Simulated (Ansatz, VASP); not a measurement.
## One calculation of B2P3, two programs

```
B P
1.0
     3.99681    0.00000    0.00000
     0.00000    3.99681    0.00000
     0.00000    0.00000    3.99681
B P
2 3
Direct
  0.00000 0.00000 0.00000
  0.50000 0.50000 0.50000
  0.50000 0.00000 0.00000
  0.00000 0.50000 0.00000
  0.00000 0.00000 0.50000
```

Alike in both runs: functional PBE; k mesh 4 × 4 × 4; occupations gaussian, width 0.1 eV; no spin polarisation.

Ansatz relaxed the structure, and its values are those at the end. VASP's run is a single point on that final structure, the one shown.

|  | VASP | Ansatz |
| --- | --- | --- |
| version | VASP 6.6.1 | Ansatz 0.2.0 |
| potentials or method | VASP PAW PBE potentials, release 64 (B, P), cutoff 520 eV | scalar-relativistic, plane waves, PAW |
| valence electrons in the cell | 21 | 21 |

```csv
,VASP,Ansatz,Ansatz less VASP
gap on the k mesh at the Fermi level (eV),none,none,-
pressure (GPa),-0.2,-0.1,+0.17
```

A gap of «none» marks a metal or a gap that the smearing closes.

The k mesh is coarse, so the values compare programs but aren't converged.
